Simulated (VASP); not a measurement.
Wanted: the native input for a VASP 6.6.1 run.

- Task: single point
- Functional: PBEsol
- Potentials or basis: VASP PAW PBE potentials, release 64 (Ru_pv)
- Cutoff: 520 eV
- k mesh: 18 × 18 × 10
- Occupations: gaussian, width 0.15 eV
- Spin: no spin polarisation
- Dipole correction: no
- Further INCAR settings: ALGO = Fast; EDIFF = 1e-06; NBANDS = 21

The structure of Ru lies in POSCAR:

```
Ru
1.0
    2.8403000000      0.0000000000      0.0000000000
   -1.4201500000      2.4597719544      0.0000000000
    0.0000000000      0.0000000000      4.5586000000
Ru
2
Direct
    0.3333333333      0.6666666667      0.2500000000
    0.6666666667      0.3333333333      0.7500000000
```

One way to write it, as run:

INCAR

```
SYSTEM = Ru
ALGO = Fast
EDIFF = 1E-6
ENCUT = 520
GGA = PS
ISIF = 2
ISMEAR = 0
LASPH = .True.
LCHARG = .False.
LREAL = .False.
LWAVE = .False.
NBANDS = 21
NELM = 60
PREC = Accurate
SIGMA = 0.15
```

KPOINTS

```
k-points
0
Gamma
  18 18 10
  0 0 0
```

Potentials or basis: VASP PAW PBE potentials, release 64 (Ru_pv).

The run is started by

```sh
$ cat potpaw_PBE.64/Ru_pv/POTCAR > POTCAR
$ mpirun -np 1 vasp_std > vasp.out
```

Results of the run:

```json
{
  "Pressure": "-40.2 GPa",
  "Band gap on the k mesh": "zero (band 14 reaches 11.18 eV, above the bottom of band 15 at 8.76 eV)"
}
```

Caveat: the PAW data sets were made with another functional, which shifts forces and pressure a little.

It took 81 s on 1 thread of Intel(R) Xeon(R) Platinum 8488C (Sapphire Rapids), with other jobs on the host, peak memory 0.23 GiB.
